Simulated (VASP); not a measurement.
Runs of VASP 6.6.1 on Be4Se3. The structure is that of space group F-43m (No. 216), or close to it. The cells are those of the table. 

```csv
task,cell,k mesh,cutoff (eV),gap on the mesh (eV),pressure (GPa),relaxed volume (Å³/atom),largest force (eV/Å)
single point,"a = 5.491 Å, angles 60.0°, 7 atoms",8 × 8 × 8,520,none,0.1,-,0.01
single point,"a = 5.483 Å, angles 60.0°, 7 atoms",4 × 4 × 4,520,0.07,(b),-,1.72
relaxation of cell and atoms,"relaxed from a = 5.490 Å, angles 60.0°, 7 atoms",8 × 8 × 8,600,none,0.0,16.75,0.01
single point,"a = 5.490 Å, angles 60.0°, 7 atoms",4 × 4 × 4,520,none,0.2,-,0.03
relaxation of cell and atoms,"relaxed from a = 5.483 Å, angles 60.0°, 7 atoms",4 × 4 × 4,600,none,-0.1,(a),0.02
```

Alike in all rows: level PBE; potentials or basis VASP PAW PBE potentials, release 64 (Be, Se); no spin polarisation; smearing gaussian 0.1 eV.

**Question.** Estimate the missing entries.

**Answer.** (a) 16.79; (b) 1.7.

Caveats: forces of over 1 eV/Å act on the atoms, so gaps and moduli don't describe the material at rest (some runs).

A k mesh can miss the band edges, and the runs leave out spin-orbit coupling on Se.

A gap of «none» marks levels without a gap at the run's occupations.
